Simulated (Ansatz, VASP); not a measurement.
Ag in VASP and in Ansatz

INCAR

```
SYSTEM = Ag
PREC = Accurate ; ENCUT = 520
EDIFF = 1E-8 ; ISMEAR = -1
SIGMA = 0.03 ; LREAL = .FALSE.
LASPH = .TRUE. ; NELM = 60
ALGO = Normal ; ISIF = 2
LWAVE = .FALSE. ; LCHARG = .FALSE.
GGA = PS ; LEFG = .TRUE.
NBANDS = 12
```

Contents of KPOINTS:

```
Automatic mesh
0
G
  15 15 15
  0 0 0
```

The input POSCAR:

```
Ag
1.0
    0.0000000000      2.0566308579      2.0566308579
    2.0566308579      0.0000000000      2.0566308579
    2.0566308579      2.0566308579      0.0000000000
Ag
1
Direct
    0.0000000000      0.0000000000      0.0000000000
```

Input for Ansatz:

```yaml
crystal:
  lattice:
    - [0.0, 2.0566308579, 2.0566308579]
    - [2.0566308579, 0.0, 2.0566308579]
    - [2.0566308579, 2.0566308579, 0.0]
  atoms:
    - { symbol: Ag, position: [0.0, 0.0, 0.0] }
kpoints:
  mp_grid: { grid: [15, 15, 15] }
scf:
  occupations: { method: fermi_dirac, width: 0.03 }
hamiltonian:
  xc: pbesol
  pseudopotentials: { kind: paw }
output:
  forces: true
  stress: true
  eigenvalues: true
  efg: { contact_densities: true }
```

Change from the starting cell: volume scaled by 1.02, PAW files.

Alike in both runs: task electric field gradients; functional PBEsol; k mesh 15 × 15 × 15; occupations fermi-dirac, width 0.03 eV; no spin polarisation.

|  | VASP | Ansatz |
| --- | --- | --- |
| version | VASP 6.6.1 | Ansatz 0.2.0 |
| potentials or method | VASP PAW PBE potentials, release 64 (Ag) | PAW with Ansatz's default frozen-core files, scalar-relativistic |
| plane-wave cutoff (eV) | 520 | 420 |
| valence electrons in the cell | 11 | 19 |

```csv
,VASP,Ansatz,Ansatz less VASP
pressure (GPa),-4.8,-4.7,+0.16
```

VASP's potentials were made for PBE, not for PBEsol. With one functional, cell and mesh, what is left measures potentials, basis and numerics. VASP's potentials hold 11 valence electrons a cell and Ansatz's 19, so a difference there can come from the potentials and not from the codes.
